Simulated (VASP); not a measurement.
## NaBe4: single point with PBE

NaBe4:

```xyz
5
Lattice="2.4208 0.0000 0.0000 -1.2104 2.0965 0.0000 0.0000 0.0000 10.3939" Properties=species:S:1:pos:R:3 pbc="T T T"
Na    0.0000    0.0000    0.0000
Be    0.0000    1.3976    7.8504
Be    0.0000    1.3976    4.3108
Be    1.2104    0.6988    2.5436
Be    1.2104    0.6988    6.0831
```

The cell was generated, and may not be a known phase.

| Item | Value |
| --- | --- |
| Program | VASP 6.6.1 |
| Task | single point |
| Functional | PBE |
| Potentials or basis | VASP PAW PBE potentials, release 64 (Na_pv, Be) |
| Cutoff | 520 eV |
| k mesh | 12 × 12 × 2 |
| Occupations | gaussian, width 0.1 eV |
| Spin | no spin polarisation |
| Dipole correction | no |
| Further INCAR settings | ALGO = Normal; EDIFF = 1e-06; NBANDS = 16 |

| Quantity | Value |
| --- | --- |
| Pressure | -0.1 GPa |
| Largest force | 0.038 eV/Å |
| Band gap on the k mesh | zero (an odd number of electrons rules out a gap without spin polarisation) |

Forces on the atoms (eV/Å):
```
Na   0.000  0.000  0.000
Be   0.000  0.000 -0.038
Be   0.000  0.000  0.012
Be   0.000  0.000  0.038
Be   0.000  0.000 -0.012
```

Levels at points of the mesh, in eV from the Fermi level:
```csv
k point,band 6,band 7,band 8,band 9,band 10,band 11
"(0.00, 0.00, 0.00)",-7.43,-4.68,-4.56,0.97,3.40,9.75
"(0.50, 0.00, 0.00)",-2.95,-2.74,0.88,0.95,2.52,2.60
"(0.00, 0.00, 0.50)",-6.98,-5.94,-3.30,-0.08,5.75,6.17
"(0.50, 0.00, 0.50)",-2.97,-2.71,0.96,1.10,1.96,2.58
```

Run time: 29 s on 1 thread of Intel(R) Xeon(R) 6975P-C (Granite Rapids) (shared host), peak memory 0.16 GiB.
